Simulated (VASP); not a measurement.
Set up this calculation in VASP 6.6.1, as the native input.

```yaml
Task: single point
Functional: LDA
Potentials_or_basis: VASP PAW LDA potentials, release 64 (Na_pv, Mo_sv, O)
Cutoff: 520 eV
k_mesh: 6 × 6 × 6
Occupations: fermi-dirac, width 0.05 eV
Spin: no spin polarisation
Dipole_correction: no
Further_INCAR_settings: ALGO = Normal; EDIFF = 1e-07; NBANDS = 28
```

The structure of NaMoO3 lies in POSCAR:

```
NaMoO3
1.0
    3.9488820000      0.0000000000      0.0000000000
    0.0000000000      3.9488820000      0.0000000000
    0.0000000000      0.0000000000      3.9488820000
Na Mo O
1 1 3
Direct
    0.5000000000      0.5000000000      0.5000000000
    0.0000000000      0.0000000000      0.0000000000
    0.5000000000      0.0000000000      0.0000000000
    0.0000000000      0.5000000000      0.0000000000
    0.0000000000      0.0000000000      0.5000000000
```

The input as run:

INCAR

```
SYSTEM = NaMoO3
PREC = Accurate
ENCUT = 520
EDIFF = 1E-7
ISMEAR = -1
SIGMA = 0.05
LREAL = .False.
LASPH = .True.
NELM = 60
ALGO = Normal
ISIF = 2
LWAVE = .False.
LCHARG = .False.
GGA = CA
NBANDS = 28
```

KPOINTS

```
regular mesh
0
Gamma
  6 6 6
  0 0 0
```

Potentials or basis: VASP PAW LDA potentials, release 64 (Na_pv, Mo_sv, O).

Run with:

```console
$ cat potpaw_LDA.64/Na_pv/POTCAR potpaw_LDA.64/Mo_sv/POTCAR potpaw_LDA.64/O/POTCAR > POTCAR
$ mpirun -np 1 vasp_std > vasp.out
```

Results of the run:

| Property | Result |
| --- | --- |
| Pressure | -16.1 GPa |

Caveat: an odd number of electrons without spin polarisation forces a metal; a magnetic or distorted state may lie lower.

Run time: 44 s on 1 thread of Intel(R) Xeon(R) Platinum 8375C CPU @ 2.90GHz (Ice Lake) (shared host), peak memory 0.16 GiB.
